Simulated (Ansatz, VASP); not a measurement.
## Ir: VASP beside Ansatz

```
Ir
1.0
     0.00000    2.76207    2.76207
     2.76207    0.00000    2.76207
     2.76207    2.76207    0.00000
Ir
2
Direct
  0.50000 0.50000 0.50000
  0.75000 0.75000 0.75000
```

Alike in both runs: functional r2SCAN; k mesh 14 × 14 × 14; occupations gaussian, width 0.1 eV; no spin polarisation.

Ansatz relaxed the structure, and its values are those at the end. VASP's run is a single point on that final structure, the one shown.

```csv
,VASP,Ansatz
version,VASP 6.6.1,Ansatz 0.2.0
potentials or method,"VASP PAW PBE potentials, release 64 (Ir), cutoff 520 eV","scalar-relativistic, plane waves, PAW"
valence electrons in the cell,18,34
```

|  | VASP | Ansatz | Ansatz less VASP |
| --- | --- | --- | --- |
| gap on the k mesh at the Fermi level (eV) | none | none | - |
| pressure (GPa) | 0.4 | 0.0 | -0.39 |

VASP's potentials were made for PBE, not for r2SCAN. A gap of «none» marks a metal or a gap that the smearing closes. The functional is the same, so the differences come from potentials, cutoffs and numerics. VASP's potentials hold 18 valence electrons a cell and Ansatz's 34, so a difference there can come from the potentials and not from the codes.

Neither program's run includes spin-orbit coupling.
